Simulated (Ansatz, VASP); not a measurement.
Two plane-wave programs on BN

POSCAR

```
BN
1.0
    0.0000000000      1.8048254535      1.8739502684
    1.8048254535      0.0000000000      1.8739502684
    1.8048254535      1.8048254535      0.0000000000
B N
1 1
Direct
    0.0000000000      0.0000000000      0.0000000000
    0.2500000000      0.2500000000      0.2500000000
```

File INCAR.step1:

```
SYSTEM = BN
PREC = Accurate
ENCUT = 910
ISMEAR = 0
SIGMA = 0.01
LREAL = .FALSE.
LASPH = .TRUE.
NELM = 120
NBANDS = 11
GGA = PE
ALGO = Normal
EDIFF = 1E-5
LWAVE = .TRUE.
LCHARG = .FALSE.
GGA_COMPAT = .FALSE.
```

File INCAR.step2:

```
SYSTEM = BN
PREC = Accurate
ENCUT = 910
EDIFF = 1E-6
ISMEAR = 0
SIGMA = 0.01
LREAL = .FALSE.
LASPH = .TRUE.
NELM = 120
ALGO = Normal
ISIF = 2
LWAVE = .FALSE.
LCHARG = .FALSE.
METAGGA = R2SCAN
LMIXTAU = .TRUE.
NBANDS = 11
ISTART = 1
GGA_COMPAT = .FALSE.
```

KPOINTS

```
regular mesh
0
G
  12 12 12
  0 0 0
```

Input for Ansatz:

```yaml
crystal:
  lattice:
    - [0.0, 1.8048254535, 1.8739502684]
    - [1.8048254535, 0.0, 1.8739502684]
    - [1.8048254535, 1.8048254535, 0.0]
  atoms:
    - { symbol: B, position: [0.0, 0.0, 0.0] }
    - { symbol: "N", position: [0.25, 0.25, 0.25] }
kpoints:
  mp_grid: { grid: [12, 12, 12] }
  band_path:
    path:
      - [0.0, 0.0, 0.0]
      - [-0.5, -0.5, 0.0]
      - [-0.375, -0.375, 0.25]
      - [-0.375, 0.0, 0.375]
      - [0.0, 0.0, 0.5]
      - [-0.5, -0.25, 0.25]
    npoints: 1
hamiltonian:
  xc: r2scan
scf:
  occupations: { method: fixed }
  n_extra_bands: 4
output:
  forces: true
  stress: true
  eigenvalues: true
```

Change from the starting cell: uniaxial_z strain +3.8%.

Alike in both runs: task single point; functional r2SCAN; k mesh 12 × 12 × 12; no spin polarisation.

|  | VASP | Ansatz |
| --- | --- | --- |
| version | VASP 6.6.1 | Ansatz 0.2.0 |
| potentials or method | VASP PAW PBE potentials, release 64 (B_h, N_h) | plane waves, PAW |
| plane-wave cutoff (eV) | 910 | 500 |
| occupations | gaussian, width 0.01 eV | fixed |
| valence electrons in the cell | 8 | 8 |

|  | VASP | Ansatz | Ansatz less VASP |
| --- | --- | --- | --- |
| gap on the k mesh at the Fermi level (eV) | 4.61 | 4.62 | +0.006 |

VASP's potentials were made for PBE, not for r2SCAN.

Noted on VASP's run: the cutoff is short for stress, so the pressure is rough.
